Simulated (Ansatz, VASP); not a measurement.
# Al9H: VASP beside Ansatz

```xyz
20
Lattice="5.7071 0.0000 0.0000 -1.4268 9.7015 0.0000 0.0000 0.0000 22.7904" Properties=species:S:1:pos:R:3 pbc="T T T"
Al    1.4268    0.6295    4.0000
Al    4.2803    0.6295    4.0000
Al    1.4268    3.3172    4.9957
Al    4.2803    3.3172    4.9957
Al    0.0000    5.7950    5.1949
Al    2.8535    5.7950    5.1949
Al    1.4268    8.2728    5.3940
Al    4.2803    8.2728    5.3940
Al    0.0003    1.2390    6.4001
Al    2.8538    1.2390    6.4001
Al   -0.0072    3.9216    7.5233
Al    2.8463    3.9216    7.5233
Al    1.4238    6.3997    7.6799
Al    4.2774    6.3997    7.6799
Al   -0.0083    8.8388    7.8610
Al    2.8452    8.8388    7.8610
Al    1.4319    1.7599    8.7904
Al    4.2854    1.7599    8.7904
H     1.0934    8.8388   10.2004
H     1.7434    8.8388   10.2004
```

Alike in both runs: task single point; functional PBE; k mesh 5 × 3 × 1; occupations gaussian, width 0.1 eV; no spin polarisation.

```csv
,VASP,Ansatz
version,VASP 6.6.1,Ansatz 0.2.0
potentials or method,"VASP PAW PBE potentials, release 64 (Al, H), cutoff 520 eV","scalar-relativistic, plane waves, PAW"
valence electrons in the cell,56,56
```

Ansatz gave:

- gap on the k mesh at the Fermi level (eV): none
- rms of the force components (eV/Å): 0.915

Problem. Estimate VASP's values.

Solution. gap on the k mesh at the Fermi level (eV): none; rms of the force components (eV/Å): 0.922.

Atom by atom the forces differ by 0.006 eV/Å (rms over components). A gap of «none» marks a metal or a gap that the smearing closes. With one functional, cell and mesh, what is left measures potentials, basis and numerics.
